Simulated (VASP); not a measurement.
GaP:

```xyz
2
Lattice="0.0000 2.7254 2.7799 2.7254 0.0000 2.7799 2.7254 2.7254 0.0000" Properties=species:S:1:pos:R:3 pbc="T T T"
Ga    0.0000    0.0000    0.0000
P     1.3627    1.3627    1.3900
```

This cell differs from its parent crystal: uniaxial z strain +2.0%.

Base run:

| Quantity | Value |
| --- | --- |
| Program | VASP 6.6.1 |
| Functional | r2SCAN |
| Potentials or basis | VASP PAW PBE potentials, release 64 (Ga_d, P) |
| Cutoff | 520 eV |
| k mesh | 8 × 8 × 8 |
| Occupations | gaussian, width 0.01 eV |
| Spin | no spin polarisation |

Its results: band gap on the k mesh 1.83 eV, indirect (least direct gap 2.13 eV); pressure -1.7 GPa.

Problem. The run is repeated on the same cell with these changes: functional from r2SCAN to PBE; occupations from gaussian, width 0.01 eV to fermi-dirac, width 0.02 eV. What comes out?

Solution. Band gap on the k mesh 1.57 eV, indirect (least direct gap 1.62 eV); pressure 0.8 GPa.

Caveats: the PAW data sets were made with another functional, which shifts forces and pressure a little (some runs).

A k mesh can miss the band edges.
